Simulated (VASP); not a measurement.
# ZnO (P6_3mc) in VASP: a series of runs

ZnO is run at these levels: PBE; tasks: relaxation of shape and atoms at fixed volume.

Program: VASP 6.6.1. These are calculated values, not measurements. Logs are shortened: lines on timing, memory, paths and dates and some standing lists are left out, and cuts for length are marked.

### Step 1. The cell of the first run

The structure is hexagonal, space group P6_3mc (No. 186). Conventional cell: a = 3.301 Å, b = 3.301 Å, c = 5.329 Å, α = 90.00°, β = 90.00°, γ = 120.00°. Within 2.7 Å of Zn (site symmetry 3m) lie 4 O at 2.01 to 2.02 Å. O (site symmetry 3m) has 4 Zn at 2.01 to 2.02 Å within 2.7 Å.

### Step 2. Relaxation of shape and atoms at fixed volume, PBE (volume scaled by 1.020)

Input file INCAR:

```
SYSTEM = ZnO
PREC = Accurate
ENCUT = 600
EDIFF = 1E-6
ISMEAR = 0
SIGMA = 0.05
LREAL = .FALSE.
LASPH = .TRUE.
NELM = 80
ALGO = Normal
ISIF = 4
LWAVE = .FALSE.
LCHARG = .FALSE.
GGA = PE
IBRION = 2
NSW = 60
EDIFFG = -0.01
```

Input file KPOINTS:

```
regular mesh
0
G
  12 12 8
  0 0 0
```

Input file POSCAR:

```
ZnO
1.0
    3.3011588844      0.0000000000      0.0000000000
   -1.6505794422      2.8588874558      0.0000000000
    0.0000000000      0.0000000000      5.3285148510
Zn O
2 2
Direct
    0.3333333333      0.6666666667      0.0015089684
    0.6666666667      0.3333333333      0.5015089684
    0.3333333333      0.6666666667      0.3805910316
    0.6666666667      0.3333333333      0.8805910316
```

Potentials or basis: VASP PAW PBE potentials, release 64 (Zn, O).

Command:

```console
cat potpaw_PBE.64/Zn/POTCAR potpaw_PBE.64/O/POTCAR > POTCAR
mpirun -np 1 vasp_std > vasp.out
```

OUTCAR:

```text
SYSTEM = ZnO
   PREC = Accurate
   ENCUT = 600
   EDIFF = 1E-6
   ISMEAR = 0
   LREAL = .FALSE.
   LASPH = .TRUE.
   NELM = 80
   ISIF = 4
   GGA = PE
   IBRION = 2
   NSW = 60
   EDIFFG = -0.01

 ion  position               nearest neighbor table
   1  0.333  0.667  0.002-   4 2.01   4 2.01   4 2.01   3 2.02
   2  0.667  0.333  0.502-   3 2.01   3 2.01   3 2.01   4 2.02
   3  0.333  0.667  0.381-   2 2.01   2 2.01   2 2.01   1 2.02
   4  0.667  0.333  0.881-   1 2.01   1 2.01   1 2.01   2 2.02

  LATTYP: Found a hexagonal cell.
 ALAT       =     3.3011588844
 C/A-ratio  =     1.6141346229

  Lattice vectors:

 A1 = (   3.3011588844,   0.0000000000,   0.0000000000)
 A2 = (  -1.6505794422,   2.8588874558,   0.0000000000)
 A3 = (   0.0000000000,   0.0000000000,   5.3285148510)

Analysis of symmetry for initial positions (statically):
=====================================================================
 Subroutine PRICEL returns:
 Original cell was already a primitive cell.

 Routine SETGRP: Setting up the symmetry group for a
 hexagonal supercell.

 Subroutine GETGRP returns: Found 12 space group operations
 (whereof  6 operations were pure point group operations)
 out of a pool of 24 trial point group operations.

The static configuration has the point symmetry C_3v.
 The point group associated with its full space group is C_6v.

Analysis of symmetry for dynamics (positions and initial velocities):
=====================================================================
 Subroutine PRICEL returns:
 Original cell was already a primitive cell.

 Routine SETGRP: Setting up the symmetry group for a
 hexagonal supercell.

 Subroutine GETGRP returns: Found 12 space group operations
 (whereof  6 operations were pure point group operations)
 out of a pool of 24 trial point group operations.

The dynamic configuration has the point symmetry C_3v.
 The point group associated with its full space group is C_6v.

 Subroutine INISYM returns: Found 12 space group operations
 (whereof  6 operations are pure point group operations),
 and found     1 'primitive' translations

----------------------------------------------------------------------------------------

                                     Primitive cell
[... 93 lines left out ...]
   ENCUT  =  600.0 eV  44.10 Ry    6.64 a.u.   6.59  6.59 10.64*2*pi/ulx,y,z
   NELM   =     80;   NELMIN=  2; NELMDL= -5     # of ELM steps
   EDIFF  = 0.1E-05   stopping-criterion for ELM
   LREAL  =      F    real-space projection
   EDIFFG = -.1E-01   stopping-criterion for IOM
   NSW    =     60    number of steps for IOM
   IBRION =      2    ionic relax: 0-MD 1-quasi-New 2-CG
   NFREE  =      1    steps in history (QN), initial steepest desc. (CG)
   ISIF   =      4    stress and relaxation
   ISYM   =      2    0-nonsym 1-usesym 2-fastsym
   POTIM  = 0.5000    time-step for ionic-motion
   TEBEG  =    0.0;   TEEND  =   0.0 temperature during run
   PSTRESS=    0.0 pullay stress
   NELECT =      36.0000    total number of electrons
   NUPDOWN=      -1.0000    fix difference up-down
   EMIN   =  10.00;   EMAX   =-10.00  energy-range for DOS
   EFERMI =   0.00;   METHOD = LEGACY
   ISMEAR =     0;   SIGMA  =   0.05  broadening in eV -4-tet -1-fermi 0-gaus
   EFERMI_NEDOS =   21; number of points for ismear=-14 and -15
   IALGO  =     38    algorithm
   IMIX   =      4    mixing-type and parameters
     AMIX     =   0.40;   BMIX     =  1.00
     AMIX_MAG =   1.60;   BMIX_MAG =  1.00
  volume/ion in A,a.u.               =      12.57        84.84
  Fermi-wavevector in a.u.,A,eV,Ry     =   1.464488  2.767481 29.180751  2.144725
  Thomas-Fermi vector in A             =   2.580458
   LORBIT       =      0    0 simple, 1 ext, 2 COOP (PROOUT), +10 PAW based schemes
   GGA     = PE    functional components
   LHFCALC =     F    Hartree Fock is set to
   AEXX    =    0.0000 exact exchange contribution
   IVDW    =     0    specifies the selected vdW correction
   LEPSILON=     F    determine dielectric tensor
   LRPA    =     F    only Hartree local field effects (RPA)
 conjugate gradient relaxation of ions
 non-spin polarized calculation
 Gauss-broadening in eV      SIGMA  =   0.05
  energy-cutoff  :      600.00
  volume of cell :       50.29
 maximum number of plane-waves:      1713
 NGX is ok and might be reduce to    28
   NGX = 13   NGY = 13   NGZ = 21

 number of electron      36.0000010 magnetization

 Free energy of the ion-electron system (eV)
  ---------------------------------------------------
  ext. energy  EPLUGINS =         0.00000000
  ---------------------------------------------------
  free energy    TOTEN  =       -17.86321468 eV

  energy without entropy =      -17.86321468  energy(sigma->0) =      -17.86321468

 E-fermi :   0.9892     XC(G=0): -10.6214

 val. band max:        0.7235866036   @ k =   0.0000   0.0000   0.0000
 cond. band min:       1.4227670117   @ k =   0.0000   0.0000   0.0000
 fundamental gap:      0.6991804081
 Fermi energy:         0.9892438291

 k-point     1 :       0.0000    0.0000    0.0000
  band No.  band energies     occupation
      1     -16.9447      2.00000
      2     -16.3058      2.00000
      3      -4.7286      2.00000
      4      -4.7286      2.00000
      5      -4.6916      2.00000
      6      -4.5527      2.00000
[... 589 lines left out ...]
     21       8.7426      0.00000
     22       9.3559      0.00000

 [... further k-points ...]

------------------------ aborting loop because EDIFF is reached ----------------------------------------

  FORCE on cell =-STRESS in cart. coord.  units (eV):
  Direction    XX          YY          ZZ          XY          YZ          ZX
  --------------------------------------------------------------------------------------
  -------------------------------------------------------------------------------------
  Total       -0.5612602     -0.5612602     -0.5592135      0.0000000      0.0000000      0.0000000
  in kB      -17.8815490    -17.8815490    -17.8163436      0.0000000      0.0000000      0.0000000
  external PRESSURE =     -17.8598139 kB  Pullay stress =       0.0000000 kB

 VOLUME and BASIS-vectors are now :
 -----------------------------------------------------------------------------
  energy-cutoff  :      600.00
  volume of cell :       50.29
      direct lattice vectors                 reciprocal lattice vectors
     3.301158884  0.000000000  0.000000000     0.302923923  0.174893209  0.000000000
    -1.650579442  2.858887456  0.000000000     0.000000000  0.349786417  0.000000000
     0.000000000  0.000000000  5.328514851     0.000000000  0.000000000  0.187669553

 POSITION                                       TOTAL-FORCE (eV/Angst)
 -----------------------------------------------------------------------------------
     -0.00000      1.90592      0.00804         0.000000      0.000000      0.000235
      1.65058      0.95296      2.67230        -0.000000      0.000000      0.000235
     -0.00000      1.90592      2.02798        -0.000000      0.000000     -0.000235
      1.65058      0.95296      4.69224        -0.000000      0.000000     -0.000235
 -----------------------------------------------------------------------------------
    total drift:                                0.000000      0.000001     -0.000642

  FREE ENERGIE OF THE ION-ELECTRON SYSTEM (eV)
  ---------------------------------------------------
  free  energy   TOTEN  =       -17.8632146848 eV

  energy  without entropy=      -17.8632146848  energy(sigma->0) =      -17.86321468

 reached required accuracy - stopping structural energy minimisation
```

OSZICAR:

```text
N       E                     dE             d eps       ncg     rms          rms(c)
DAV:   1     0.303465340015E+03    0.30347E+03   -0.20552E+04  4196   0.258E+03
DAV:   2     0.124385028025E+02   -0.29103E+03   -0.27981E+03  4468   0.465E+02
DAV:   3    -0.204124610515E+02   -0.32851E+02   -0.32551E+02  4930   0.161E+02
DAV:   4    -0.211048353352E+02   -0.69237E+00   -0.69144E+00  4534   0.250E+01
DAV:   5    -0.211103060524E+02   -0.54707E-02   -0.54703E-02  4840   0.214E+00    0.137E+01
DAV:   6    -0.177424577863E+02    0.33678E+01   -0.12271E+01  7300   0.749E+01    0.825E+00
DAV:   7    -0.179004302950E+02   -0.15797E+00   -0.26510E+00  4654   0.198E+01    0.496E+00
DAV:   8    -0.179252284634E+02   -0.24798E-01   -0.86362E-01  6238   0.921E+00    0.181E+00
DAV:   9    -0.178594701521E+02    0.65758E-01   -0.19152E-01  6556   0.794E+00    0.353E-01
DAV:  10    -0.178631669333E+02   -0.36968E-02   -0.58323E-02  4216   0.175E+00    0.147E-01
DAV:  11    -0.178631673690E+02   -0.43570E-06   -0.15201E-03  5854   0.489E-01    0.355E-02
DAV:  12    -0.178632203585E+02   -0.52990E-04   -0.13834E-04  5650   0.208E-01    0.337E-02
DAV:  13    -0.178632148898E+02    0.54687E-05   -0.41868E-05  5418   0.127E-01    0.118E-02
DAV:  14    -0.178632151697E+02   -0.27983E-06   -0.14098E-05  4678   0.463E-02    0.411E-03
DAV:  15    -0.178632146848E+02    0.48487E-06   -0.11907E-06  2690   0.128E-02
   1 F= -.17863215E+02 E0= -.17863215E+02  d E =-.178632E+02
```

It took 84 s on 1 thread of AMD EPYC 9R45 (Zen 5), shared host; peak memory 0.23 GiB.

What came out:

| Item | Value |
| --- | --- |
| Free energy | -17.8632 eV |
| Pressure after relaxing | -1.8 GPa |
| Band gap on the k mesh | 0.70 eV, direct |

Final structure:
```
Zn O
1.0
     3.30116    0.00000    0.00000
    -1.65058    2.85889    0.00000
     0.00000    0.00000    5.32851
Zn O
2 2
Direct
  0.33333 0.66667 0.00151
  0.66667 0.33333 0.50151
  0.33333 0.66667 0.38059
  0.66667 0.33333 0.88059
```

Caveat: the relaxation stopped at its first step, so nothing moved. A k mesh can miss the band edges.

### Step 3. Relaxation of shape and atoms at fixed volume, PBE (volume scaled by 1.040)

Input file INCAR:

```
SYSTEM = ZnO
  PREC = Accurate
  ENCUT = 600
  EDIFF = 1E-6
  ISMEAR = 0
  SIGMA = 0.05
  LREAL = .False.
  LASPH = .True.
  NELM = 60
  ALGO = Normal
  ISIF = 4
  LWAVE = .False.
  LCHARG = .False.
  GGA = PE
  IBRION = 2
  NSW = 60
  EDIFFG = -0.01
```

Input file KPOINTS:

```
regular mesh
0
Gamma
  12 12 8
  0 0 0
```

Input file POSCAR:

```
ZnO
1.0
    3.3225955817      0.0000000000      0.0000000000
   -1.6612977909      2.8774521803      0.0000000000
    0.0000000000      0.0000000000      5.3631165664
Zn O
2 2
Direct
    0.3333333333      0.6666666667      0.0015089684
    0.6666666667      0.3333333333      0.5015089684
    0.3333333333      0.6666666667      0.3805910316
    0.6666666667      0.3333333333      0.8805910316
```

Potentials or basis: VASP PAW PBE potentials, release 64 (Zn, O).

Command:

```console
cat potpaw_PBE.64/Zn/POTCAR potpaw_PBE.64/O/POTCAR > POTCAR
mpirun -np 1 vasp_std > vasp.out
```

Run time: 74 s. Hardware: 1 thread of AMD EPYC 9R45 (Zen 5), shared host; peak memory 0.23 GiB.

Results (log left out):

| Property | Result |
| --- | --- |
| Free energy | -17.8469 eV |
| Pressure after relaxing | -4.1 GPa |
| Band gap on the k mesh | 0.67 eV, direct |

Final structure:
```yaml
crystal:
  lattice:
    - [3.32260, 0.00000, 0.00000]
    - [-1.66130, 2.87745, 0.00000]
    - [0.00000, 0.00000, 5.36312]
  atoms:
    - { symbol: Zn, position: [0.33333, 0.66667, 0.00151] }
    - { symbol: Zn, position: [0.66667, 0.33333, 0.50151] }
    - { symbol: O, position: [0.33333, 0.66667, 0.38059] }
    - { symbol: O, position: [0.66667, 0.33333, 0.88059] }
```

Levels at points of the mesh, in eV from the valence-band top:
| k point | band 16 | band 17 | band 18 | band 19 | band 20 | band 21 |
| --- | --- | --- | --- | --- | --- | --- |
| (0.00, 0.00, 0.00) | -0.07 | 0.00 | 0.00 | 0.67 | 4.94 | 7.94 |
| (0.50, 0.00, 0.00) | -2.02 | -1.17 | -0.75 | 5.45 | 6.77 | 7.47 |
| (0.00, 0.00, 0.50) | -0.35 | -0.35 | -0.35 | 3.27 | 3.27 | 9.75 |
| (0.50, 0.00, 0.50) | -1.35 | -1.25 | -1.25 | 5.56 | 5.56 | 8.01 |

Caveat: the relaxation stopped at its first step, so nothing moved. A k mesh can miss the band edges.
